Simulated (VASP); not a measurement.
Here is a VASP 6.6.1 calculation.

Contents of INCAR:

```
SYSTEM = ZnSe
PREC = Accurate ; ENCUT = 520
EDIFF = 1E-6 ; ISMEAR = -1
SIGMA = 0.02 ; LREAL = .FALSE.
LASPH = .TRUE. ; NELM = 80
ALGO = Normal ; ISIF = 2
LWAVE = .FALSE. ; LCHARG = .FALSE.
GGA = PE ; NBANDS = 16
```

File KPOINTS:

```
Automatic mesh
0
G
  13 13 13
  0 0 0
```

The input POSCAR:

```
ZnSe
1.0
    0.0000000000      2.8893788162      2.8893788162
    2.8893788162      0.0000000000      2.8893788162
    2.8893788162      2.8893788162      0.0000000000
Zn Se
1 1
Direct
    0.0000000000      0.0000000000      0.0000000000
    0.2500000000      0.2500000000      0.2500000000
```

Potentials or basis: VASP PAW PBE potentials, release 64 (Zn, Se).

Launch:

```sh
$ cat potpaw_PBE.64/Zn/POTCAR potpaw_PBE.64/Se/POTCAR > POTCAR
$ mpirun -np 1 vasp_std > vasp.out
```

Q: Predict the band gap on the k mesh.

A: 1.06 eV, direct.

Q: Estimate the pressure.

A: -1.1 GPa.
